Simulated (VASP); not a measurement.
# P (R-3m) in VASP: single point with PBE

Aim: the single point of P with PBE.

All numbers are computed with VASP 6.6.1; they aren't measurements. Logs are shortened: lines on timing, memory, paths and dates and some standing lists are left out, and cuts for length are marked.

### 1 The cell of the first run

The structure is trigonal, space group R-3m (No. 166). Conventional cell: a = 5.242 Å, b = 5.242 Å, c = 6.130 Å, α = 90.00°, β = 90.00°, γ = 120.00°. Within 3.4 Å of P (site symmetry 2/m) lie 8 P at 2.54 to 2.62 Å.

### 2 Single point, PBE

File POSCAR:

```
P
1.0
    2.6208744514      1.5131625700      2.0433863838
   -2.6208744514      1.5131625700      2.0433863838
    0.0000000000     -3.0263251400      2.0433863838
P
3
Direct
    0.0000000000      0.5000000000      0.0000000000
    0.0000000000      0.0000000000      0.5000000000
    0.5000000000      0.0000000000      0.0000000000
```

File INCAR.step1:

```
  PREC = Accurate
  ENCUT = 520
  EDIFF = 1E-6
  ISMEAR = 0
  SIGMA = 0.1
  LREAL = False
  LASPH = True
  NELM = 60
  ALGO = Normal
  ISIF = 2
  LWAVE = False
  LCHARG = True
  GGA = PE
  NBANDS = 14
```

File KPOINTS.step1:

```
Automatic mesh
0
Gamma
  12 12 12
```

File INCAR.step2:

```
  PREC = Accurate
  ENCUT = 520
  EDIFF = 1E-6
  ISMEAR = -5
  SIGMA = 0.1
  LREAL = False
  LASPH = True
  NELM = 60
  ALGO = Normal
  ISIF = 2
  LWAVE = False
  LCHARG = False
  GGA = PE
  LORBIT = 11
  NEDOS = 2001
  ICHARG = 11
```

File KPOINTS.step2:

```
Automatic mesh
0
Gamma
  18 18 18
```

Potentials or basis: VASP PAW PBE potentials, release 64 (P).

The run is started by

```console
$ cat potpaw_PBE.64/P/POTCAR > POTCAR
$ cp INCAR.step1 INCAR
$ cp KPOINTS.step1 KPOINTS
$ mpirun -np 1 vasp_std > vasp.out
$ cp INCAR.step2 INCAR
$ cp KPOINTS.step2 KPOINTS
$ mpirun -np 1 vasp_std > vasp.out
```

OUTCAR:

```text
PREC = Accurate
   ENCUT = 520
   EDIFF = 1E-6
   ISMEAR = -5
   LREAL = False
   LASPH = True
   NELM = 60
   ISIF = 2
   GGA = PE
   LORBIT = 11
   ICHARG = 11

 ion  position               nearest neighbor table
   1  0.000  0.500  0.000-   3 2.54   3 2.54   2 2.54   2 2.54   2 2.62   2 2.62   3 2.62   3 2.62

   2  0.000  0.000  0.500-   1 2.54   3 2.54   1 2.54   3 2.54   1 2.62   1 2.62   3 2.62   3 2.62

   3  0.500  0.000  0.000-   1 2.54   1 2.54   2 2.54   2 2.54   2 2.62   2 2.62   1 2.62   1 2.62

  LATTYP: Found a trigonal (rhomboedric) cell.
 ALAT       =     3.6515848295
 COS(alpha) =    -0.0302903734

  Lattice vectors:

 A1 = (   2.6208744514,   1.5131625700,   2.0433863838)
 A2 = (  -2.6208744514,   1.5131625700,   2.0433863838)
 A3 = (   0.0000000000,  -3.0263251400,   2.0433863838)

Analysis of symmetry for initial positions (statically):
=====================================================================
 Subroutine PRICEL returns:
 Original cell was already a primitive cell.

 Routine SETGRP: Setting up the symmetry group for a
 trigonal (rhombohedral) supercell.

 Subroutine GETGRP returns: Found 12 space group operations
 (whereof 12 operations were pure point group operations)
 out of a pool of 12 trial point group operations.

The static configuration has the point symmetry D_3d.

Analysis of symmetry for dynamics (positions and initial velocities):
=====================================================================
 Subroutine PRICEL returns:
 Original cell was already a primitive cell.

 Routine SETGRP: Setting up the symmetry group for a
 trigonal (rhombohedral) supercell.

 Subroutine GETGRP returns: Found 12 space group operations
 (whereof 12 operations were pure point group operations)
 out of a pool of 12 trial point group operations.

The dynamic configuration has the point symmetry D_3d.

 Subroutine INISYM returns: Found 12 space group operations
 (whereof 12 operations are pure point group operations),
 and found     1 'primitive' translations

----------------------------------------------------------------------------------------

                                     Primitive cell

  volume of cell :      48.6221

  direct lattice vectors                    reciprocal lattice vectors
     2.620874451  1.513162570  2.043386384     0.190776021  0.110144587  0.163127902
    -2.620874451  1.513162570  2.043386384    -0.190776021  0.110144587  0.163127902
     0.000000000 -3.026325140  2.043386384     0.000000000 -0.220289174  0.163127902

  length of vectors
     3.651584829  3.651584829  3.651584829     0.274113175  0.274113175  0.274113175

  position of ions in fractional coordinates (direct lattice)
     0.000000000  0.500000000  0.000000000
     0.000000000  0.000000000  0.500000000
     0.500000000  0.000000000  0.000000000

  ion indices of the primitive-cell ions
   primitive index   ion index
                 1           1
                 2           2
                 3           3

----------------------------------------------------------------------------------------

 KPOINTS: Automatic mesh

Automatic generation of k-mesh.
 Grid dimensions read from file:
 generate k-points for:   18   18   18

 Generating k-lattice:

  Cartesian coordinates                     Fractional coordinates (reciprocal lattice)
     0.010598668  0.006119144  0.009062661     0.055555556 -0.000000000  0.000000000
    -0.010598668  0.006119144  0.009062661    -0.000000000  0.055555556  0.000000000
     0.000000000 -0.012238287  0.009062661     0.000000000  0.000000000  0.055555556

  Length of vectors
     0.015228510  0.015228510  0.015228510

  Shift w.r.t. Gamma in fractional coordinates (k-lattice)
     0.000000000  0.000000000  0.000000000

 TETIRR: Found   8688 inequivalent tetrahedra from    34992

 Subroutine IBZKPT returns following result:
 ===========================================

 Found    580 irreducible k-points:

 Following reciprocal coordinates:
            Coordinates               Weight
  0.000000  0.000000  0.000000      1.000000
  0.055556 -0.000000  0.000000      6.000000
  0.111111 -0.000000  0.000000      6.000000
  0.166667 -0.000000  0.000000      6.000000
  0.222222 -0.000000  0.000000      6.000000
  0.277778  0.000000  0.000000      6.000000
[... 16 lines left out ...]
 -0.277778  0.055556  0.000000     12.000000
 -0.222222  0.055556 -0.000000     12.000000
 [... further k-points ...]
   k-points           NKPTS =    580   k-points in BZ     NKDIM =    580   number of bands    NBANDS=     11
   number of dos      NEDOS =   2001   number of ions     NIONS =      3
   total plane-waves  NPLWV =  21952
   dimension x,y,z NGX =    28 NGY =   28 NGZ =   28
   dimension x,y,z NGXF=    56 NGYF=   56 NGZF=   56
   ions per type =               3
   NGX,Y,Z   is equivalent  to a cutoff of  12.75, 12.75, 12.75 a.u.
   NGXF,Y,Z  is equivalent  to a cutoff of  25.50, 25.50, 25.50 a.u.
 SYSTEM =  unknown system
   PREC   = accura    normal or accurate (medium, high low for compatibility)
   ISTART =      0    job   : 0-new  1-cont  2-samecut
   ICHARG =     11    charge: 1-file 2-atom 10-const
   ISPIN  =      1    spin polarized calculation?
   LNONCOLLINEAR =      F non collinear calculations
   LSORBIT =      F    spin-orbit coupling
   LASPH  =      T    aspherical Exc in radial PAW
   ENCUT  =  520.0 eV  38.22 Ry    6.18 a.u.   6.79  6.79  6.79*2*pi/ulx,y,z
   NELM   =     60;   NELMIN=  2; NELMDL=  0     # of ELM steps
   EDIFF  = 0.1E-05   stopping-criterion for ELM
   LREAL  =      F    real-space projection
   EDIFFG = 0.1E-04   stopping-criterion for IOM
   NSW    =      0    number of steps for IOM
   IBRION =     -1    ionic relax: 0-MD 1-quasi-New 2-CG
   NFREE  =      0    steps in history (QN), initial steepest desc. (CG)
   ISIF   =      2    stress and relaxation
   ISYM   =      2    0-nonsym 1-usesym 2-fastsym
   POTIM  = 0.5000    time-step for ionic-motion
   TEBEG  =    0.0;   TEEND  =   0.0 temperature during run
   PSTRESS=    0.0 pullay stress
   NELECT =      15.0000    total number of electrons
   NUPDOWN=      -1.0000    fix difference up-down
   EMIN   =  10.00;   EMAX   =-10.00  energy-range for DOS
   EFERMI =   0.00;   METHOD = LEGACY
   ISMEAR =    -5;   SIGMA  =   0.10  broadening in eV -4-tet -1-fermi 0-gaus
   EFERMI_NEDOS =   21; number of points for ismear=-14 and -15
   IALGO  =     38    algorithm
   IMIX   =      4    mixing-type and parameters
     AMIX     =   0.40;   BMIX     =  1.00
     AMIX_MAG =   1.60;   BMIX_MAG =  1.00
  volume/ion in A,a.u.               =      16.21       109.37
  Fermi-wavevector in a.u.,A,eV,Ry     =   1.106184  2.090385 16.648676  1.223643
  Thomas-Fermi vector in A             =   2.242681
   LORBIT       =     11    0 simple, 1 ext, 2 COOP (PROOUT), +10 PAW based schemes
   GGA     = PE    functional components
   LHFCALC =     F    Hartree Fock is set to
   AEXX    =    0.0000 exact exchange contribution
   IVDW    =     0    specifies the selected vdW correction
   LEPSILON=     F    determine dielectric tensor
   LRPA    =     F    only Hartree local field effects (RPA)
 non-spin polarized calculation
 Fermi weights with tetrahedron method with Bloechl corrections
  energy-cutoff  :      520.00
  volume of cell :       48.62
 maximum number of plane-waves:      1328

 number of electron      15.0000004 magnetization

 Free energy of the ion-electron system (eV)
  ---------------------------------------------------
  ext. energy  EPLUGINS =         0.00000000
  ---------------------------------------------------
  free energy    TOTEN  =       -14.46229355 eV

  energy without entropy =      -14.46229355  energy(sigma->0) =      -14.46229355

 E-fermi :   8.3281     XC(G=0): -10.7038

 val. band max:        8.4315266446   @ k =   0.2222   0.0556   0.0000
 cond. band min:       8.2603196643   @ k =   0.3333   0.0556   0.0000
 fundamental gap:     -0.1712069803
 Fermi energy:         8.3280803692

 k-point     1 :       0.0000    0.0000    0.0000
  band No.  band energies     occupation
      1      -7.7510      2.00000
      2       1.5903      2.00000
      3       1.5903      2.00000
      4       2.4832      2.00000
      5       2.4832      2.00000
      6       2.9500      2.00000
      7       8.8957      0.00000
      8       9.7319      0.00000
      9      10.6516      0.00000
     10      10.6516      0.00000
     11      13.5673      0.00000

 k-point     2 :       0.0556   -0.0000    0.0000
  band No.  band energies     occupation
      1      -7.7214      2.00000
      2       1.0778      2.00000
      3       1.6095      2.00000
      4       2.5101      2.00000
      5       2.7502      2.00000
      6       3.2025      2.00000
      7       9.0017      0.00000
      8       9.6245      0.00000
      9      10.5064      0.00000
     10      10.5412      0.00000
     11      13.1328      0.00000

 k-point     3 :       0.1111   -0.0000    0.0000
  band No.  band energies     occupation
      1      -7.6331      2.00000
      2       0.2676      2.00000
      3       1.6662      2.00000
      4       2.5900      2.00000
      5       2.8950      2.00000
      6       3.8852      2.00000
      7       9.3184     -0.01432
      8       9.3192      0.00000
      9      10.1068      0.00000
     10      10.2282      0.00000
     11      12.6202      0.00000
[... 267 lines left out ...]
 k-point    23 :      -0.2778    0.0556    0.0000
  band No.  band energies     occupation
      1      -7.0159      2.00000
      2      -2.0639      2.00000
      3       1.7199      2.00000
      4       3.1714      2.00000
      5       3.5559      2.00000
      6       5.9799      2.00000
      7       7.2362      2.01030
      8       8.1884      1.64996
      9       9.0827     -0.01121
     10      11.0475      0.00000
     11      11.8580      0.00000

 k-point    24 :      -0.2222    0.0556   -0.0000
  band No.  band energies     occupation
      1      -7.2644      2.00000
      2      -1.3099      2.00000
      3       1.5537      2.00000
      4       2.9765      2.00000
      5       3.3267      2.00000
      6       5.4079      2.00000
      7       7.7940      2.05591
      8       8.8063     -0.07657
      9       9.6228      0.00000
     10      10.6047      0.00000
     11      11.8784      0.00000

 [... further k-points ...]

------------------------ aborting loop because EDIFF is reached ----------------------------------------

  FORCE on cell =-STRESS in cart. coord.  units (eV):
  Direction    XX          YY          ZZ          XY          YZ          ZX
  --------------------------------------------------------------------------------------
  -------------------------------------------------------------------------------------
  Total       -0.1311789     -0.1311789      0.0911633      0.0000000      0.0000000      0.0000000
  in kB       -4.3225597     -4.3225597      3.0039806      0.0000000      0.0000000      0.0000000
  external PRESSURE =      -1.8803796 kB  Pullay stress =       0.0000000 kB

 VOLUME and BASIS-vectors are now :
 -----------------------------------------------------------------------------
  energy-cutoff  :      520.00
  volume of cell :       48.62
      direct lattice vectors                 reciprocal lattice vectors
     2.620874451  1.513162570  2.043386384     0.190776021  0.110144587  0.163127902
    -2.620874451  1.513162570  2.043386384    -0.190776021  0.110144587  0.163127902
     0.000000000 -3.026325140  2.043386384     0.000000000 -0.220289174  0.163127902

 POSITION                                       TOTAL-FORCE (eV/Angst)
 -----------------------------------------------------------------------------------
     -1.31044      0.75658      1.02169         0.000000      0.000000     -0.000000
      0.00000     -1.51316      1.02169        -0.000000     -0.000000      0.000000
      1.31044      0.75658      1.02169        -0.000000      0.000000     -0.000000
 -----------------------------------------------------------------------------------
    total drift:                                0.000000      0.000000     -0.000000

  FREE ENERGIE OF THE ION-ELECTRON SYSTEM (eV)
  ---------------------------------------------------
  free  energy   TOTEN  =       -14.4622935525 eV

  energy  without entropy=      -14.4622935525  energy(sigma->0) =      -14.46229355

 total charge

# of ion       s       p       d       tot
------------------------------------------
    1        1.134   1.216   0.000   2.350
    2        1.134   1.216   0.000   2.350
    3        1.134   1.216   0.000   2.350
--------------------------------------------------
tot          3.402   3.649   0.000   7.050
```

Wall time 2.7 min (1 thread of AMD EPYC 7R43 (Zen 3), shared host); peak memory 0.3 GiB.

Results:

| Property | Result |
| --- | --- |
| Valence electrons inside the program's atomic spheres | P 2.35 |

Caveat: tetrahedron occupations give inexact forces and stress in metals.
